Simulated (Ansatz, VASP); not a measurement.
## Ba in VASP and in Ansatz

Contents of INCAR:

```
SYSTEM = Ba
ALGO = Normal
EDIFF = 1E-7
EDIFFG = -0.005
ENCUT = 600
GGA = PE
IBRION = 2
ISIF = 3
ISMEAR = -1
LASPH = .True.
LCHARG = .False.
LREAL = .False.
LWAVE = .False.
NELM = 60
NSW = 60
PREC = Accurate
SIGMA = 0.05
```

Contents of KPOINTS:

```
k-points
0
Gamma
  11 11 11
  0 0 0
```

Contents of POSCAR:

```
Ba
1.0
    0.0000000000      3.1655483894      3.1655483894
    3.1655483894      0.0000000000      3.1655483894
    3.1655483894      3.1655483894      0.0000000000
Ba
1
Direct
    0.0000000000      0.0000000000      0.0000000000
```

Input for Ansatz:

```yaml
crystal:
  lattice:
    - [0.0, 3.1655483894, 3.1655483894]
    - [3.1655483894, 0.0, 3.1655483894]
    - [3.1655483894, 3.1655483894, 0.0]
  atoms:
    - { symbol: Ba, position: [0.0, 0.0, 0.0] }
kpoints:
  mp_grid: { grid: [11, 11, 11] }
scf:
  occupations: { method: fermi_dirac, width: 0.05 }
hamiltonian:
  xc: pbe
  pseudopotentials: { kind: paw }
output:
  forces: true
  stress: true
relax:
  f_tol: 0.005
  max_steps: 40
  cell: {}
```

Alike in both runs: task relaxation of cell and atoms; functional PBE; k mesh 11 × 11 × 11; occupations fermi-dirac, width 0.05 eV; no spin polarisation.

|  | VASP | Ansatz |
| --- | --- | --- |
| version | VASP 6.6.1 | Ansatz 0.2.0 |
| potentials or method | VASP PAW PBE potentials, release 64 (Ba_sv) | PAW with Ansatz's default frozen-core files, scalar-relativistic |
| plane-wave cutoff (eV) | 600 | 420 |
| valence electrons in the cell | 10 | 10 |

```csv
,VASP,Ansatz,Ansatz less VASP
relaxed volume (Å³/atom),64.34,63.56,-0.777
relaxed length of the cell vector where the two differ most in proportion (Å),4.498,4.480,-0.0182
```

Neither program's run includes spin-orbit coupling.
